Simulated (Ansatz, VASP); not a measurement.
## PtS2 in VASP and in Ansatz

The input INCAR:

```
ALGO = Normal
DIPOL = 0.5 0.5 0.383
EDIFF = 1E-7
ENCUT = 520
GGA = PE
IDIPOL = 3
ISIF = 2
ISMEAR = 1
IVDW = 12
LASPH = True
LCHARG = False
LDIPOL = True
LREAL = False
LWAVE = False
NBANDS = 31
NELM = 80
PREC = Accurate
SIGMA = 0.05
```

File KPOINTS:

```
k-points
0
Gamma
  9 9 1
```

Contents of POSCAR:

```
PtS2
1.0
    3.5415269801      0.0000000000      0.0000000000
   -1.7707634901      3.0670523330      0.0000000000
    0.0000000000      0.0000000000     22.4670671688
S Pt
4 2
Direct
    0.6666666667      0.3333333333      0.2002931654
    0.3333333333      0.6666666667      0.3108342327
    0.3333333333      0.6666666667      0.4550453118
    0.6666666667      0.3333333333      0.5655863791
    0.0000000000      0.0000000000      0.2555636990
    1.0000000000      1.0000000000      0.5103158454
```

Input for Ansatz:

```yaml
crystal:
  lattice:
    - [3.5415269801, 0.0, 0.0]
    - [-1.7707634901, 3.067052333, 0.0]
    - [0.0, 0.0, 22.4670671688]
  atoms:
    - { symbol: S, position: [0.6666666667, 0.3333333333, 0.2002931654] }
    - { symbol: Pt, position: [0.0, 0.0, 0.255563699] }
    - { symbol: S, position: [0.3333333333, 0.6666666667, 0.3108342327] }
    - { symbol: S, position: [0.3333333333, 0.6666666667, 0.4550453118] }
    - { symbol: Pt, position: [1.0, 1.0, 0.5103158454] }
    - { symbol: S, position: [0.6666666667, 0.3333333333, 0.5655863791] }
basis:
  xc_grid: 3
kpoints:
  mp_grid: { grid: [9, 9, 1] }
hamiltonian:
  xc: pbe
  pseudopotentials: { kind: nc, accuracy: standard }
  dispersion: d3bj
scf:
  occupations: { method: methfessel_paxton, width: 0.15 }
output:
  forces: true
  eigenvalues: true
efield:
  axis: 3
  dipole_correction: true
  ramp_width: 0.04
```

Alike in both runs: task single point; functional PBE; dispersion D3(BJ); k mesh 9 × 9 × 1; no spin polarisation.

```csv
,VASP,Ansatz
version,VASP 6.6.1,Ansatz 0.2.0
potentials or method,"VASP PAW PBE potentials, release 64 (S, Pt)","scalar-relativistic, plane waves, norm-conserving potentials"
plane-wave cutoff (eV),520,1143
occupations,"methfessel-paxton of order 1, width 0.05 eV","methfessel-paxton of order 1, width 0.15 eV"
valence electrons in the cell,44,60
```

```csv
,VASP,Ansatz,Ansatz less VASP
gap on the k mesh at the Fermi level (eV),1.17,1.16,-0.012
rms of the force components (eV/Å),0.080,0.071,-0.0094
```

VASP's potentials hold 44 valence electrons a cell and Ansatz's 60, so a difference there can come from the potentials and not from the codes.

Spin-orbit coupling is off throughout.
